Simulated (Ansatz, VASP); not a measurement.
## Two plane-wave programs on GaSb

```
Ga Sb
1.0
    -2.75343    2.75343    1.59071
     2.75343   -2.75343    1.59071
     2.75343    2.75343   -1.59071
Ga Sb
1 1
Direct
  0.25000 0.75000 0.50000
  0.00000 0.00000 0.00000
```

Alike in both runs: task single point; functional PBEsol; k mesh 8 × 8 × 8; occupations methfessel-paxton of order 1, width 0.05 eV; no spin polarisation.

```csv
,VASP,Ansatz
version,VASP 6.6.1,Ansatz 0.2.0
potentials or method,"VASP PAW PBE potentials, release 64 (Ga_d, Sb), cutoff 500 eV","plane waves, PAW"
valence electrons in the cell,18,28
```

|  | VASP | Ansatz | Ansatz less VASP |
| --- | --- | --- | --- |
| pressure (GPa) | -2.8 | -2.8 | -0.01 |
| traceless stress, the component that is largest in VASP (GPa) | 0.84 | 0.84 | 0.000 |

VASP's potentials were made for PBE, not for PBEsol. With one functional, cell and mesh, what is left measures potentials, basis and numerics. VASP's potentials hold 18 valence electrons a cell and Ansatz's 28, so a difference there can come from the potentials and not from the codes.

Spin-orbit coupling is off throughout.
